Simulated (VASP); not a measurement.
A run of VASP 6.6.1 is set up as follows.

INCAR

```
ALGO     = Normal         # electronic algorithm
EDIFF    = 1E-7           # SCF threshold, eV
ENCUT    = 520            # plane-wave cutoff, eV
GGA      = PE             # functional
ISIF     = 2              # what is computed and relaxed
ISMEAR   = 0              # smearing method
LASPH    = T              # aspherical terms in the spheres
LCHARG   = F              # write CHGCAR
LREAL    = F              # projectors in reciprocal space
LWAVE    = F              # write WAVECAR
NBANDS   = 27             # bands
NELM     = 60             # most SCF steps
PREC     = Accurate       # precision mode
SIGMA    = 0.1            # smearing width, eV
```

The input KPOINTS:

```
k-points
0
Gamma
  12 12 6
```

File POSCAR:

```
Hf3C2
1.0
    3.2132038769      0.0000000000      0.0000000000
   -1.6066019384      2.7827161849      0.0000000000
    0.0000000000      0.0000000000      7.6351730551
Hf C
3 2
Direct
    0.0000000000      0.0000000000      0.0000000000
    0.3333333333      0.6666666667      0.6699152725
    0.6666666667      0.3333333333      0.3300847275
    0.3333333333      0.6666666667      0.1758378884
    0.6666666667      0.3333333333      0.8241621116
```

Potentials or basis: VASP PAW PBE potentials, release 64 (Hf_pv, C).

Run with:

```bash
$ cat potpaw_PBE.64/Hf_pv/POTCAR potpaw_PBE.64/C/POTCAR > POTCAR
$ mpirun -np 1 vasp_std > vasp.out
```

Problem. What does it give for the band gap on the k mesh?

Solution. Zero (band 19 reaches 7.34 eV, above the bottom of band 20 at 6.03 eV).

Problem. Estimate the pressure.

Solution. 18.0 GPa.

Problem. Estimate the largest force.

Solution. 0.058 eV/Å.

Forces in eV/Å, atoms in the order of the input:
```
Hf   0.000  0.000  0.000
Hf   0.000  0.000  0.058
Hf   0.000  0.000 -0.058
C    0.000  0.000  0.008
C    0.000  0.000 -0.008
```

Caveat: spin-orbit coupling is left out, which moves the levels of the heavy elements.
